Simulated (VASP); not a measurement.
# C (P6_3/mmc) in VASP: notebook

Runs on C. Level: PBEsol+D3(BJ). Tasks: single point.

Program: VASP 6.6.1. These are calculated values, not measurements. Logs are shortened: lines on timing, memory, paths and dates and some standing lists are left out, and cuts for length are marked.

## Step 1: The cell of the first run

Symmetry: P6_3/mmc, No. 194, hexagonal system. The conventional cell has a = 2.541 Å, b = 2.541 Å, c = 6.402 Å, α = 90.00°, β = 90.00°, γ = 120.00°. C (site symmetry -6m2) has 3 C at 1.47 Å within 2.0 Å. Within 2.0 Å of C (site symmetry -6m2) lie 3 C at 1.47 Å.

## Step 2: Single point, PBEsol+D3(BJ) (8.95 Å³/atom)

File INCAR:

```
SYSTEM = C
PREC     = Accurate       ! precision mode
ENCUT    = 520            ! plane-wave cutoff, eV
EDIFF    = 1E-6           ! SCF threshold, eV
ISMEAR   = 0              ! smearing method
SIGMA    = 0.15           ! smearing width, eV
LREAL    = .FALSE.        ! projectors in reciprocal space
LASPH    = .TRUE.         ! aspherical terms in the spheres
NELM     = 60             ! most SCF steps
ALGO     = Normal         ! electronic algorithm
ISIF     = 2              ! what is computed and relaxed
LWAVE    = .FALSE.        ! write WAVECAR
LCHARG   = .FALSE.        ! write CHGCAR
GGA      = PS             ! functional
IVDW     = 12             ! dispersion correction
NBANDS   = 16             ! bands
```

File KPOINTS:

```
regular mesh
0
G
  21 21 8
  0 0 0
```

File POSCAR:

```
C
1.0
    2.5412697647      0.0000000000      0.0000000000
   -1.2706348823      2.2008041741      0.0000000000
    0.0000000000      0.0000000000      6.4024750451
C
4
Direct
    0.0000000000      0.0000000000      0.0025000000
    0.0000000000      0.0000000000      0.5025000000
    0.3333333333      0.6666666667      0.0025000000
    0.6666666667      0.3333333333      0.5025000000
```

Potentials or basis: VASP PAW PBE potentials, release 64 (C).

Launch:

```
$ cat potpaw_PBE.64/C/POTCAR > POTCAR
$ mpirun -np 1 vasp_std > vasp.out
```

OUTCAR:

```text
SYSTEM = C
   PREC = Accurate
   ENCUT = 520
   EDIFF = 1E-6
   ISMEAR = 0
   LREAL = .FALSE.
   LASPH = .TRUE.
   NELM = 60
   ISIF = 2
   GGA = PS
   IVDW = 12
 IVDW          = 12

 ion  position               nearest neighbor table
   1  0.000  0.000  0.002-   3 1.47   3 1.47   3 1.47
   2  0.000  0.000  0.502-   4 1.47   4 1.47   4 1.47
   3  0.333  0.667  0.002-   1 1.47   1 1.47   1 1.47
   4  0.667  0.333  0.502-   2 1.47   2 1.47   2 1.47

  LATTYP: Found a hexagonal cell.
 ALAT       =     2.5412697647
 C/A-ratio  =     2.5194000000

  Lattice vectors:

 A1 = (   2.5412697647,   0.0000000000,   0.0000000000)
 A2 = (  -1.2706348823,   2.2008041741,   0.0000000000)
 A3 = (   0.0000000000,   0.0000000000,   6.4024750451)

Analysis of symmetry for initial positions (statically):
=====================================================================
 Subroutine PRICEL returns:
 Original cell was already a primitive cell.

 Routine SETGRP: Setting up the symmetry group for a
 hexagonal supercell.

 Subroutine GETGRP returns: Found 24 space group operations
 (whereof  6 operations were pure point group operations)
 out of a pool of 24 trial point group operations.

The static configuration has the point symmetry C_3v.
 The point group associated with its full space group is D_6h.

Analysis of symmetry for dynamics (positions and initial velocities):
=====================================================================
 Subroutine PRICEL returns:
 Original cell was already a primitive cell.

 Routine SETGRP: Setting up the symmetry group for a
 hexagonal supercell.

 Subroutine GETGRP returns: Found 24 space group operations
 (whereof  6 operations were pure point group operations)
 out of a pool of 24 trial point group operations.

The dynamic configuration has the point symmetry C_3v.
 The point group associated with its full space group is D_6h.

 Subroutine INISYM returns: Found 24 space group operations
 (whereof  6 operations are pure point group operations),
 and found     1 'primitive' translations

----------------------------------------------------------------------------------------

                                     Primitive cell

  volume of cell :      35.8080

  direct lattice vectors                    reciprocal lattice vectors
     2.541269765  0.000000000  0.000000000     0.393504072  0.227189682  0.000000000
    -1.270634882  2.200804174  0.000000000     0.000000000  0.454379364  0.000000000
     0.000000000  0.000000000  6.402475045     0.000000000  0.000000000  0.156189597

  length of vectors
     2.541269765  2.541269765  6.402475045     0.454379364  0.454379364  0.156189597

  position of ions in fractional coordinates (direct lattice)
     0.000000000  0.000000000  0.002500000
     0.000000000  0.000000000  0.502500000
     0.333333333  0.666666667  0.002500000
     0.666666667  0.333333333  0.502500000

  ion indices of the primitive-cell ions
   primitive index   ion index
                 1           1
                 2           2
                 3           3
                 4           4

----------------------------------------------------------------------------------------

 KPOINTS: regular mesh

Automatic generation of k-mesh.
 Grid dimensions read from file:
 generate k-points for:   21   21    8

 Generating k-lattice:

  Cartesian coordinates                     Fractional coordinates (reciprocal lattice)
     0.018738289  0.010818556  0.000000000     0.047619048  0.000000000  0.000000000
     0.000000000  0.021637113  0.000000000     0.000000000  0.047619048  0.000000000
     0.000000000  0.000000000  0.019523700     0.000000000  0.000000000  0.125000000

  Length of vectors
     0.021637113  0.021637113  0.019523700

  Shift w.r.t. Gamma in fractional coordinates (k-lattice)
     0.000000000  0.000000000  0.000000000

 Subroutine IBZKPT returns following result:
 ===========================================

 Found    240 irreducible k-points:

 Following reciprocal coordinates:
            Coordinates               Weight
  0.000000  0.000000  0.000000      1.000000
  0.047619 -0.000000  0.000000      6.000000
  0.095238 -0.000000  0.000000      6.000000
  0.142857  0.000000  0.000000      6.000000
  0.190476 -0.000000  0.000000      6.000000
  0.238095 -0.000000  0.000000      6.000000
[... 16 lines left out ...]
  0.142857  0.095238  0.000000     12.000000
  0.190476  0.095238  0.000000     12.000000
 [... further k-points ...]
   k-points           NKPTS =    240   k-points in BZ     NKDIM =    240   number of bands    NBANDS=     16
   number of dos      NEDOS =    301   number of ions     NIONS =      4
   total plane-waves  NPLWV =  19200
   dimension x,y,z NGX =    20 NGY =   20 NGZ =   48
   dimension x,y,z NGXF=    40 NGYF=   40 NGZF=   96
   ions per type =               4
   NGX,Y,Z   is equivalent  to a cutoff of  13.08, 13.08, 12.46 a.u.
   NGXF,Y,Z  is equivalent  to a cutoff of  26.17, 26.17, 24.93 a.u.
 SYSTEM =  C
   PREC   = accura    normal or accurate (medium, high low for compatibility)
   ISTART =      0    job   : 0-new  1-cont  2-samecut
   ICHARG =      2    charge: 1-file 2-atom 10-const
   ISPIN  =      1    spin polarized calculation?
   LNONCOLLINEAR =      F non collinear calculations
   LSORBIT =      F    spin-orbit coupling
   LASPH  =      T    aspherical Exc in radial PAW
   ENCUT  =  520.0 eV  38.22 Ry    6.18 a.u.   4.73  4.73 11.90*2*pi/ulx,y,z
   NELM   =     60;   NELMIN=  2; NELMDL= -5     # of ELM steps
   EDIFF  = 0.1E-05   stopping-criterion for ELM
   LREAL  =      F    real-space projection
   EDIFFG = 0.1E-04   stopping-criterion for IOM
   NSW    =      0    number of steps for IOM
   IBRION =     -1    ionic relax: 0-MD 1-quasi-New 2-CG
   NFREE  =      0    steps in history (QN), initial steepest desc. (CG)
   ISIF   =      2    stress and relaxation
   ISYM   =      2    0-nonsym 1-usesym 2-fastsym
   POTIM  = 0.5000    time-step for ionic-motion
   TEBEG  =    0.0;   TEEND  =   0.0 temperature during run
   PSTRESS=    0.0 pullay stress
   NELECT =      16.0000    total number of electrons
   NUPDOWN=      -1.0000    fix difference up-down
   EMIN   =  10.00;   EMAX   =-10.00  energy-range for DOS
   EFERMI =   0.00;   METHOD = LEGACY
   ISMEAR =     0;   SIGMA  =   0.15  broadening in eV -4-tet -1-fermi 0-gaus
   EFERMI_NEDOS =   21; number of points for ismear=-14 and -15
   IALGO  =     38    algorithm
   IMIX   =      4    mixing-type and parameters
     AMIX     =   0.40;   BMIX     =  1.00
     AMIX_MAG =   1.60;   BMIX_MAG =  1.00
  volume/ion in A,a.u.               =       8.95        60.41
  Fermi-wavevector in a.u.,A,eV,Ry     =   1.251569  2.365122 21.312506  1.566425
  Thomas-Fermi vector in A             =   2.385510
   LORBIT       =      0    0 simple, 1 ext, 2 COOP (PROOUT), +10 PAW based schemes
   GGA     = PS    functional components
   LHFCALC =     F    Hartree Fock is set to
   AEXX    =    0.0000 exact exchange contribution
   IVDW    =    12    specifies the selected vdW correction
   LEPSILON=     F    determine dielectric tensor
   LRPA    =     F    only Hartree local field effects (RPA)
 non-spin polarized calculation
 Gauss-broadening in eV      SIGMA  =   0.15
  energy-cutoff  :      520.00
  volume of cell :       35.81
 maximum number of plane-waves:       984
 NGX is ok and might be reduce to    20
   NGX =  9   NGY =  9   NGZ = 23

 number of electron      15.9999999 magnetization

 Free energy of the ion-electron system (eV)
  ---------------------------------------------------
  ext. energy  EPLUGINS =         0.00000000
  ---------------------------------------------------
  free energy    TOTEN  =       -38.27445644 eV

  energy without entropy =      -38.27359745  energy(sigma->0) =      -38.27402694

 E-fermi :   4.4508     XC(G=0): -10.6810

 val. band max:        4.4506593744   @ k =   0.3333   0.3333   0.2500
 cond. band min:       4.4743639428   @ k =   0.3333   0.3333   0.3750
 fundamental gap:      0.0237045684
 Fermi energy:         4.4507958036

 k-point     1 :       0.0000    0.0000    0.0000
  band No.  band energies     occupation
      1     -14.4934      2.00000
      2     -14.0356      2.00000
      3      -3.7574      2.00000
      4      -1.1456      2.00000
      5       1.4680      2.00000
      6       1.4680      2.00000
[... 8 lines left out ...]
     15      14.9874      0.00000
     16      15.0669      0.00000

 k-point     2 :       0.0476   -0.0000    0.0000
  band No.  band energies     occupation
      1     -14.4419      2.00000
      2     -13.9854      2.00000
      3      -3.6956      2.00000
      4      -1.0894      2.00000
      5       1.2492      2.00000
      6       1.2943      2.00000
[... 8 lines left out ...]
     15      14.9085      0.00000
     16      15.0925      0.00000

 k-point     3 :       0.0952   -0.0000    0.0000
  band No.  band energies     occupation
      1     -14.2874      2.00000
      2     -13.8350      2.00000
      3      -3.5107      2.00000
      4      -0.9215      2.00000
      5       0.6395      2.00000
      6       0.7077      2.00000
[... 8 lines left out ...]
     15      14.4505      0.00000
     16      15.4308      0.00000

 k-point     4 :       0.1429    0.0000    0.0000
  band No.  band energies     occupation
      1     -14.0308      2.00000
      2     -13.5850      2.00000
      3      -3.2040      2.00000
      4      -0.6441      2.00000
      5      -0.2577      2.00000
      6      -0.1606      2.00000
[... 8 lines left out ...]
     15      14.0292      0.00000
     16      16.0019      0.00000
[... 324 lines left out ...]
 k-point    22 :       0.0952    0.0952    0.0000
  band No.  band energies     occupation
      1     -13.8772      2.00000
      2     -13.4355      2.00000
      3      -3.0207      2.00000
      4      -0.5817      2.00000
      5      -0.5176      2.00000
      6      -0.4790      2.00000
[... 8 lines left out ...]
     15      13.8413      0.00000
     16      16.6432      0.00000

 k-point    23 :       0.1429    0.0952    0.0000
  band No.  band energies     occupation
      1     -13.5201      2.00000
      2     -13.0877      2.00000
      3      -2.5959      2.00000
      4      -1.5001      2.00000
      5      -1.4075      2.00000
      6      -0.3028      2.00000
[... 8 lines left out ...]
     15      14.4983      0.00000
     16      16.8853      0.00000

 k-point    24 :       0.1905    0.0952    0.0000
  band No.  band energies     occupation
      1     -13.0636      2.00000
      2     -12.6432      2.00000
      3      -2.5672      2.00000
      4      -2.4322      2.00000
      5      -2.0559      2.00000
      6      -0.8509      2.00000
[... 8 lines left out ...]
     15      15.5171      0.00000
     16      17.0885      0.00000

 [... further k-points ...]

------------------------ aborting loop because EDIFF is reached ----------------------------------------

 Edisp (eV)   -0.44946

 E8    (eV) :    -0.2185

  FORCE on cell =-STRESS in cart. coord.  units (eV):
  Direction    XX          YY          ZZ          XY          YZ          ZX
  --------------------------------------------------------------------------------------
  -------------------------------------------------------------------------------------
  Total      -8.58395    -8.58395     0.27200    -0.00000    -0.00000    -0.00000
  in kB    -384.07626  -384.07626    12.17007    -0.00000    -0.00000    -0.00000
  external pressure =     -251.99 kB  Pullay stress =        0.00 kB

 VOLUME and BASIS-vectors are now :
 -----------------------------------------------------------------------------
  energy-cutoff  :      520.00
  volume of cell :       35.81
      direct lattice vectors                 reciprocal lattice vectors
     2.541269765  0.000000000  0.000000000     0.393504072  0.227189682  0.000000000
    -1.270634882  2.200804174  0.000000000     0.000000000  0.454379364  0.000000000
     0.000000000  0.000000000  6.402475045     0.000000000  0.000000000  0.156189597

 POSITION                                       TOTAL-FORCE (eV/Angst)
 -----------------------------------------------------------------------------------
      0.00000      0.00000      0.01601        -0.000000      0.000000      0.000000
      0.00000      0.00000      3.21724        -0.000000      0.000000     -0.000000
     -0.00000      1.46720      0.01601         0.000000     -0.000000     -0.000000
      1.27063      0.73360      3.21724         0.000000      0.000000      0.000000
 -----------------------------------------------------------------------------------
    total drift:                                0.000000      0.000000     -0.000021

  FREE ENERGIE OF THE ION-ELECTRON SYSTEM (eV)
  ---------------------------------------------------
  free  energy   TOTEN  =       -38.7239127180 eV

  energy  without entropy=      -38.7230537281  energy(sigma->0) =      -38.72348322
```

Wall time 90 s (1 thread of Intel Xeon Platinum 8259CL at 2.50GHz (Skylake/Cascade Lake), shared host); peak memory 0.23 GiB.

Results:

```
Free energy                : -38.7239 eV
Pressure                   : -25.2 GPa
Band gap on the k mesh     : zero (bands 8 and 9 overlap by 0.06 eV)
Dispersion energy per atom : -0.112 eV
```

Caveat: the cell stands under tension; the PAW data sets were made with another functional, which shifts forces and pressure a little.

(Continued in part 2 of 2.)
